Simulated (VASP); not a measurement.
# Al in VASP: relaxation of the atoms with r2SCAN

Aim: the relaxation of the atoms of Al with r2SCAN.

All numbers are computed with VASP 6.6.1; they aren't measurements. Logs are shortened: lines on timing, memory, paths and dates and some standing lists are left out, and cuts for length are marked.

## Step 1: The cell of the first run

The cell holds a slab with vacuum, 7 atoms: a = 2.823 Å, b = 2.823 Å, c = 26.976 Å, α = 90.00°, β = 90.00°, γ = 90.00°.

## Step 2: Relaxation of the atoms, r2SCAN

File POSCAR:

```
Al
1.0
    2.8227746042      0.0000000000      0.0000000000
    0.0000000000      2.8227746042      0.0000000000
    0.0000000000      0.0000000000     26.9760183864
Al
7
Direct
    0.5000000000      0.5000000000      0.2780247215
    0.0000000000      0.0000000000      0.3520164810
    0.5000000000      0.5000000000      0.4260082405
    0.0000000000      0.0000000000      0.5000000000
    0.5000000000      0.5000000000      0.5739917595
    0.0000000000      0.0000000000      0.6479835190
    0.5000000000      0.5000000000      0.7219752785
```

File INCAR.step1:

```
PREC     = Accurate       # precision mode
ENCUT    = 520            # plane-wave cutoff, eV
ISMEAR   = 0              # smearing method
SIGMA    = 0.1            # smearing width, eV
LREAL    = False          # projectors in reciprocal space
LASPH    = True           # aspherical terms in the spheres
NELM     = 100            # most SCF steps
LDIPOL   = True         
IDIPOL   = 3            
DIPOL    = 0.5 0.5 0.500
GGA      = PE             # functional
ALGO     = Normal         # electronic algorithm
EDIFF    = 1E-4           # SCF threshold, eV
LWAVE    = True           # write WAVECAR
LCHARG   = False          # write CHGCAR
KPAR     = 4
```

File INCAR.step2:

```
PREC     = Accurate       # precision mode
ENCUT    = 520            # plane-wave cutoff, eV
EDIFF    = 1E-7           # SCF threshold, eV
ISMEAR   = 0              # smearing method
SIGMA    = 0.1            # smearing width, eV
LREAL    = False          # projectors in reciprocal space
LASPH    = True           # aspherical terms in the spheres
NELM     = 100            # most SCF steps
ALGO     = Normal         # electronic algorithm
ISIF     = 2              # what is computed and relaxed
LWAVE    = False          # write WAVECAR
LCHARG   = False          # write CHGCAR
LDIPOL   = True         
IDIPOL   = 3            
DIPOL    = 0.5 0.5 0.500
METAGGA  = R2SCAN         # meta-GGA
LMIXTAU  = True         
IBRION   = 2              # ionic algorithm
NSW      = 80             # ionic steps
EDIFFG   = -0.02          # ionic threshold
ISTART   = 1            
KPAR     = 4
```

File KPOINTS:

```
regular mesh
0
Gamma
  12 12 1
```

Potentials or basis: VASP PAW PBE potentials, release 64 (Al).

The run is started by

```bash
$ cat potpaw_PBE.64/Al/POTCAR > POTCAR
$ cp INCAR.step1 INCAR
$ mpirun -np 4 vasp_std > vasp.out
$ cp INCAR.step2 INCAR
$ mpirun -np 4 vasp_std > vasp.out
```

OUTCAR:

```text
PREC = Accurate
   ENCUT = 520
   EDIFF = 1E-7
   ISMEAR = 0
   LREAL = False
   LASPH = True
   NELM = 100
   ISIF = 2
   METAGGA = R2SCAN
   IBRION = 2
   NSW = 80
   EDIFFG = -0.02
   ISTART = 1

 ion  position               nearest neighbor table
   1  0.500  0.500  0.278-   2 2.82   2 2.82   2 2.82   2 2.82
   2  0.000  0.000  0.352-   1 2.82   1 2.82   1 2.82   1 2.82   3 2.82   3 2.82   3 2.82   3 2.82

   3  0.500  0.500  0.426-   4 2.82   4 2.82   4 2.82   4 2.82   2 2.82   2 2.82   2 2.82   2 2.82

   4  0.000  0.000  0.500-   3 2.82   5 2.82   3 2.82   5 2.82   3 2.82   5 2.82   3 2.82   5 2.82

   5  0.500  0.500  0.574-   4 2.82   4 2.82   4 2.82   4 2.82   6 2.82   6 2.82   6 2.82   6 2.82

   6  0.000  0.000  0.648-   7 2.82   7 2.82   7 2.82   7 2.82   5 2.82   5 2.82   5 2.82   5 2.82

   7  0.500  0.500  0.722-   6 2.82   6 2.82   6 2.82   6 2.82

  LATTYP: Found a simple tetragonal cell.
 ALAT       =     2.8227746042
 C/A-ratio  =     9.5565612452

  Lattice vectors:

 A1 = (   2.8227746042,   0.0000000000,   0.0000000000)
 A2 = (   0.0000000000,   2.8227746042,   0.0000000000)
 A3 = (   0.0000000000,   0.0000000000,  26.9760183864)

Analysis of symmetry for initial positions (statically):
=====================================================================
 Subroutine PRICEL returns:
 Original cell was already a primitive cell.

 Routine SETGRP: Setting up the symmetry group for a
 simple tetragonal supercell.

 Subroutine GETGRP returns: Found 16 space group operations
 (whereof 16 operations were pure point group operations)
 out of a pool of 16 trial point group operations.

The static configuration has the point symmetry D_4h.

Analysis of symmetry for dynamics (positions and initial velocities):
=====================================================================
 Subroutine PRICEL returns:
 Original cell was already a primitive cell.

 Routine SETGRP: Setting up the symmetry group for a
 simple tetragonal supercell.

 Subroutine GETGRP returns: Found 16 space group operations
 (whereof 16 operations were pure point group operations)
 out of a pool of 16 trial point group operations.

The dynamic configuration has the point symmetry D_4h.

 Subroutine INISYM returns: Found 16 space group operations
 (whereof 16 operations are pure point group operations),
 and found     1 'primitive' translations

----------------------------------------------------------------------------------------

                                     Primitive cell

  volume of cell :     214.9464

  direct lattice vectors                    reciprocal lattice vectors
     2.822774604  0.000000000  0.000000000     0.354261371  0.000000000  0.000000000
     0.000000000  2.822774604  0.000000000     0.000000000  0.354261371  0.000000000
     0.000000000  0.000000000 26.976018386     0.000000000  0.000000000  0.037069963

  length of vectors
     2.822774604  2.822774604 26.976018386     0.354261371  0.354261371  0.037069963

  position of ions in fractional coordinates (direct lattice)
     0.500000000  0.500000000  0.278024722
     0.000000000  0.000000000  0.352016481
     0.500000000  0.500000000  0.426008241
     0.000000000  0.000000000  0.500000000
     0.500000000  0.500000000  0.573991759
     0.000000000  0.000000000  0.647983519
     0.500000000  0.500000000  0.721975278

  ion indices of the primitive-cell ions
   primitive index   ion index
                 1           1
                 2           2
                 3           3
                 4           4
                 5           5
                 6           6
                 7           7

----------------------------------------------------------------------------------------

 KPOINTS: regular mesh

Automatic generation of k-mesh.
 Grid dimensions read from file:
 generate k-points for:   12   12    1

 Generating k-lattice:

  Cartesian coordinates                     Fractional coordinates (reciprocal lattice)
     0.029521781  0.000000000  0.000000000     0.083333333  0.000000000  0.000000000
     0.000000000  0.029521781  0.000000000     0.000000000  0.083333333  0.000000000
     0.000000000  0.000000000  0.037069963     0.000000000  0.000000000  1.000000000

  Length of vectors
     0.029521781  0.029521781  0.037069963

  Shift w.r.t. Gamma in fractional coordinates (k-lattice)
     0.000000000  0.000000000  0.000000000

 Subroutine IBZKPT returns following result:
 ===========================================

 Found     28 irreducible k-points:

 Following reciprocal coordinates:
            Coordinates               Weight
  0.000000  0.000000  0.000000      1.000000
  0.083333  0.000000  0.000000      4.000000
  0.166667  0.000000  0.000000      4.000000
  0.250000  0.000000  0.000000      4.000000
  0.333333  0.000000  0.000000      4.000000
  0.416667  0.000000  0.000000      4.000000
[... 16 lines left out ...]
  0.333333  0.333333  0.000000      4.000000
  0.416667  0.333333  0.000000      8.000000
 [... further k-points ...]
   k-points           NKPTS =     28   k-points in BZ     NKDIM =     28   number of bands    NBANDS=     14
   number of dos      NEDOS =    301   number of ions     NIONS =      7
   total plane-waves  NPLWV = 120960
   dimension x,y,z NGX =    24 NGY =   24 NGZ =  210
   dimension x,y,z NGXF=    48 NGYF=   48 NGZF=  420
   ions per type =               7
   NGX,Y,Z   is equivalent  to a cutoff of  14.13, 14.13, 12.94 a.u.
   NGXF,Y,Z  is equivalent  to a cutoff of  28.27, 28.27, 25.88 a.u.
 SYSTEM =  unknown system
   PREC   = accura    normal or accurate (medium, high low for compatibility)
   ISTART =      1    job   : 0-new  1-cont  2-samecut
   ICHARG =      0    charge: 1-file 2-atom 10-const
   ISPIN  =      1    spin polarized calculation?
   LNONCOLLINEAR =      F non collinear calculations
   LSORBIT =      F    spin-orbit coupling
   LASPH  =      T    aspherical Exc in radial PAW
   ENCUT  =  520.0 eV  38.22 Ry    6.18 a.u.   5.25  5.25 50.16*2*pi/ulx,y,z
   NELM   =    100;   NELMIN=  2; NELMDL=  0     # of ELM steps
   EDIFF  = 0.1E-06   stopping-criterion for ELM
   LREAL  =      F    real-space projection
   EDIFFG = -.2E-01   stopping-criterion for IOM
   NSW    =     80    number of steps for IOM
   IBRION =      2    ionic relax: 0-MD 1-quasi-New 2-CG
   NFREE  =      1    steps in history (QN), initial steepest desc. (CG)
   ISIF   =      2    stress and relaxation
   ISYM   =      2    0-nonsym 1-usesym 2-fastsym
   POTIM  = 0.5000    time-step for ionic-motion
   TEBEG  =    0.0;   TEEND  =   0.0 temperature during run
   PSTRESS=    0.0 pullay stress
   NELECT =      21.0000    total number of electrons
   NUPDOWN=      -1.0000    fix difference up-down
   EMIN   =  10.00;   EMAX   =-10.00  energy-range for DOS
   EFERMI =   0.00;   METHOD = LEGACY
   ISMEAR =     0;   SIGMA  =   0.10  broadening in eV -4-tet -1-fermi 0-gaus
   EFERMI_NEDOS =   21; number of points for ismear=-14 and -15
   IALGO  =     38    algorithm
   IMIX   =      4    mixing-type and parameters
     AMIX     =   0.40;   BMIX     =  1.00
     AMIX_MAG =   1.60;   BMIX_MAG =  1.00
  volume/ion in A,a.u.               =      30.71       207.22
  Fermi-wavevector in a.u.,A,eV,Ry     =   0.754000  1.424853  7.735124  0.568516
  Thomas-Fermi vector in A             =   1.851567
   LORBIT       =      0    0 simple, 1 ext, 2 COOP (PROOUT), +10 PAW based schemes
   METAGGA = R2SCAN    functional components
   LHFCALC =     F    Hartree Fock is set to
   AEXX    =    0.0000 exact exchange contribution
   IVDW    =     0    specifies the selected vdW correction
   LEPSILON=     F    determine dielectric tensor
   LRPA    =     F    only Hartree local field effects (RPA)
 conjugate gradient relaxation of ions
 non-spin polarized calculation
 Gauss-broadening in eV      SIGMA  =   0.10
  energy-cutoff  :      520.00
  volume of cell :      214.95
 maximum number of plane-waves:      5869
 NGX is ok and might be reduce to    24
   NGX = 11   NGY = 11   NGZ =101

--------------------------------------- Ionic step        1  -------------------------------------------

 number of electron      21.0000000 magnetization

 Free energy of the ion-electron system (eV)
  ---------------------------------------------------
  ext. energy  EPLUGINS =         0.00000000
  ---------------------------------------------------
  free energy    TOTEN  =       -46.12637508 eV

  energy without entropy =      -46.11060494  energy(sigma->0) =      -46.11849001

------------------------ aborting loop because EDIFF is reached ----------------------------------------

 vacuum level on the upper side and lower side of the slab       (xc-potential included)         0.029         0.029

  FORCE on cell =-STRESS in cart. coord.  units (eV):
  Direction    XX          YY          ZZ          XY          YZ          ZX
  --------------------------------------------------------------------------------------
  -------------------------------------------------------------------------------------
  Total       -1.6288207     -1.6288207      0.2728039      0.0000000      0.0000000     -0.0000000
  in kB      -12.1409763    -12.1409763      2.0334375      0.0000000      0.0000000     -0.0000000
  external PRESSURE =      -7.4161717 kB  Pullay stress =       0.0000000 kB
[... 145 lines left out ...]
  FREE ENERGIE OF THE ION-ELECTRON SYSTEM (eV)
  ---------------------------------------------------
  free  energy   TOTEN  =       -46.1300413035 eV

  energy  without entropy=      -46.1150565862  energy(sigma->0) =      -46.12254894

 dipolmoment           0.000000      0.000000     -0.000000 electrons x Angstroem

--------------------------------------- Ionic step        5  -------------------------------------------

 number of electron      21.0000000 magnetization

 dipolmoment           0.000000      0.000000      0.000000 electrons x Angstroem

 Free energy of the ion-electron system (eV)
  ---------------------------------------------------
  ext. energy  EPLUGINS =         0.00000000
  ---------------------------------------------------
  free energy    TOTEN  =       -46.13025018 eV

  energy without entropy =      -46.11553709  energy(sigma->0) =      -46.12289363

 E-fermi :   2.3170     XC(G=0):  -6.3963

 val. band max:        2.2879372855   @ k =   0.5000   0.4167   0.0000
 cond. band min:       2.3235441754   @ k =   0.5000   0.2500   0.0000
 fundamental gap:      0.0356068899
 Fermi energy:         2.3170490746

 k-point     1 :       0.0000    0.0000    0.0000
  band No.  band energies     occupation
      1      -9.6138      2.00000
      2      -9.0377      2.00000
      3      -8.1370      2.00000
      4      -6.9260      2.00000
      5      -5.4484      2.00000
      6      -3.6648      2.00000
      7      -1.5580      2.00000
      8      -0.2393      2.00000
      9       2.6283      0.00001
     10       4.6993      0.00000
     11       6.1647      0.00000
     12       7.0879      0.00000
     13       7.1828      0.00000
     14       7.9521      0.00000
[... 377 lines left out ...]
      1      -4.1219      2.00000
      2      -3.5641      2.00000
      3      -2.6937      2.00000
      4      -1.5326      2.00000
      5      -1.1049      2.00000
      6      -0.5469      2.00000
      7      -0.1455      2.00000
      8       0.3809      2.00000
      9       1.4651      2.00000
     10       1.6179      2.00000
     11       2.3350      0.79984
     12       2.8552      0.00000
     13       3.1057      0.00000
     14       3.8623      0.00000

 [... further k-points ...]

------------------------ aborting loop because EDIFF is reached ----------------------------------------

 vacuum level on the upper side and lower side of the slab       (xc-potential included)        -0.015        -0.015

  FORCE on cell =-STRESS in cart. coord.  units (eV):
  Direction    XX          YY          ZZ          XY          YZ          ZX
  --------------------------------------------------------------------------------------
  -------------------------------------------------------------------------------------
  Total       -1.7089529     -1.7089529      0.0737593      0.0000000      0.0000000     -0.0000000
  in kB      -12.7382692    -12.7382692      0.5497906      0.0000000      0.0000000     -0.0000000
  external PRESSURE =      -8.3089159 kB  Pullay stress =       0.0000000 kB
[... 22 lines left out ...]
  FREE ENERGIE OF THE ION-ELECTRON SYSTEM (eV)
  ---------------------------------------------------
  free  energy   TOTEN  =       -46.1302501769 eV

  energy  without entropy=      -46.1155370890  energy(sigma->0) =      -46.12289363

 reached required accuracy - stopping structural energy minimisation

 vacuum level on the upper side and lower side of the slab         6.648         6.648
```

Wall time 12 min (4 MPI ranks of Oxide Virtual Turin-like, shared host); peak memory 0.39 GiB.

What came out:

```
Free energy                  : -46.1303 eV
Energy gained by relaxing    : 0.6 meV/atom
Ionic steps                  : 5
Largest force after relaxing : 0.004 eV/Å
Band gap on the k mesh       : zero (an odd number of electrons rules out a gap without spin polarisation)
```

Forces in eV/Å, atoms in the order of the input:
```
Al   0.000  0.000 -0.003
Al   0.000  0.000 -0.004
Al   0.000  0.000 -0.001
Al   0.000  0.000  0.000
Al   0.000  0.000  0.001
Al   0.000  0.000  0.004
Al   0.000  0.000  0.003
```

Step by step:
| step | energy change (eV) | largest force (eV/Å) | pressure (GPa) |
| --- | --- | --- | --- |
| 1 | 0.0000 | 0.1398 | -0.74 |
| 2 | -0.0024 | 0.0770 | -0.77 |
| 3 | -0.0035 | 0.0379 | -0.80 |
| 4 | -0.0037 | 0.0271 | -0.81 |
| 5 | -0.0039 | 0.0041 | -0.83 |

Final structure:
```
CELL_PARAMETERS angstrom
2.82277 0.00000 0.00000
0.00000 2.82277 0.00000
0.00000 0.00000 26.97602
ATOMIC_POSITIONS crystal
Al 0.50000 0.50000 0.27739
Al 0.00000 0.00000 0.35262
Al 0.50000 0.50000 0.42612
Al 0.00000 0.00000 0.50000
Al 0.50000 0.50000 0.57388
Al 0.00000 0.00000 0.64738
Al 0.50000 0.50000 0.72261
```

Caveat: the highest band is partly filled, so the run has too few bands; the PAW data sets were made with another functional, which shifts forces and pressure a little.

The gap in the log of VASP goes by the Fermi energy; the results here count the filled bands.